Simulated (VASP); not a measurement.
Runs of VASP 6.6.1 on CdS. The structure is that of space group Fd-3m (No. 227), or close to it. The cells are those of the table. 

| task | cell | k mesh | cutoff (eV) | gap on the mesh (eV) | pressure (GPa) | relaxed volume (Å³/atom) |
| --- | --- | --- | --- | --- | --- | --- |
| relaxation of cell and atoms | relaxed from a = 5.311 Å, angles 60.0°, 4 atoms | 4 × 4 × 4 | 600 | none | -0.3 | (a) |
| single point | a = 4.825 Å, angles 60.0°, 4 atoms | 4 × 4 × 4 | 520 | none | 0.3 | - |
| relaxation of cell and atoms | relaxed from a = 4.825 Å, angles 60.0°, 4 atoms | 12 × 12 × 12 | 600 | none | 0.0 | 20.04 |
| single point | a = 5.311 Å, angles 60.0°, 4 atoms | 4 × 4 × 4 | 520 | none | -8.5 | - |
| single point | a = 4.834 Å, angles 60.0°, 4 atoms | 12 × 12 × 12 | 520 | none | 0.3 | - |

Alike in all rows: level PBE; potentials or basis VASP PAW PBE potentials, release 64 (Cd, S); no spin polarisation; smearing gaussian 0.1 eV.

**Question.** Fill in the values left out.

**Answer.** (a) 20.05.

Caveats: some runs use coarse meshes; the volume moved by over 15 % at a fixed basis, so the end points are rough (some runs).

A k mesh can miss the band edges, and the runs leave out spin-orbit coupling on Cd.

A gap of «none» marks levels without a gap at the run's occupations.
